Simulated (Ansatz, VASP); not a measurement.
## MgO in VASP and in Ansatz

Contents of POSCAR:

```
MgO
1.0
    0.0000000000      2.1351500000      2.1351500000
    2.1351500000      0.0000000000      2.1351500000
    2.1351500000      2.1351500000      0.0000000000
Mg O
1 1
Direct
    0.0000000000      0.0000000000      0.0000000000
    0.5117087792      0.5117087792      0.4882912208
```

INCAR.step1

```
PREC = Accurate
ENCUT = 660
ISMEAR = 0
SIGMA = 0.05
LREAL = F
LASPH = T
NELM = 120
NBANDS = 15
GGA = PE
ALGO = Normal
EDIFF = 1E-5
LWAVE = T
LCHARG = F
GGA_COMPAT = F
```

INCAR.step2

```
PREC = Accurate
ENCUT = 660
EDIFF = 1E-6
ISMEAR = 0
SIGMA = 0.05
LREAL = F
LASPH = T
NELM = 120
ALGO = Normal
ISIF = 2
LWAVE = F
LCHARG = F
METAGGA = R2SCAN
LMIXTAU = T
NBANDS = 15
ISTART = 1
GGA_COMPAT = F
```

File KPOINTS:

```
Automatic mesh
0
Gamma
  10 10 10
```

Input for Ansatz:

```yaml
crystal:
  lattice:
    - [0.0, 2.13515, 2.13515]
    - [2.13515, 0.0, 2.13515]
    - [2.13515, 2.13515, 0.0]
  atoms:
    - { symbol: Mg, position: [0.0, 0.0, 0.0] }
    - { symbol: O, position: [0.5117087792, 0.5117087792, 0.4882912208] }
basis:
  ecutwfc: 500
kpoints:
  mp_grid: { grid: [10, 10, 10] }
hamiltonian:
  xc: r2scan
scf:
  occupations: { method: gaussian, width: 0.05 }
output:
  forces: true
  stress: true
  eigenvalues: true
```

Change from the starting cell: all O atoms moved -0.050 Å, as atom 2 towards its neighbour atom 1 (Mg) at 2.135 Å.

Alike in both runs: task single point; functional r2SCAN; k mesh 10 × 10 × 10; occupations gaussian, width 0.05 eV; no spin polarisation.

|  | VASP | Ansatz |
| --- | --- | --- |
| version | VASP 6.6.1 | Ansatz 0.2.0 |
| potentials or method | VASP PAW PBE potentials, release 64 (Mg_sv, O), cutoff 660 eV | scalar-relativistic, plane waves, PAW |
| valence electrons in the cell | 16 | 16 |

|  | VASP | Ansatz | Ansatz less VASP |
| --- | --- | --- | --- |
| gap on the k mesh at the Fermi level (eV) | 5.25 | 5.22 | -0.030 |
| least direct gap on the mesh (eV) | 5.25 | 5.22 | -0.030 |
| pressure (GPa) | -7.0 | -6.9 | +0.14 |
| traceless stress, the component that is largest in VASP (GPa) | 0.51 | 0.51 | -0.003 |
| rms of the force components (eV/Å) | 0.136 | 0.131 | -0.0042 |

VASP's potentials were made for PBE, not for r2SCAN. Atom by atom the forces differ by 0.004 eV/Å (rms over components).
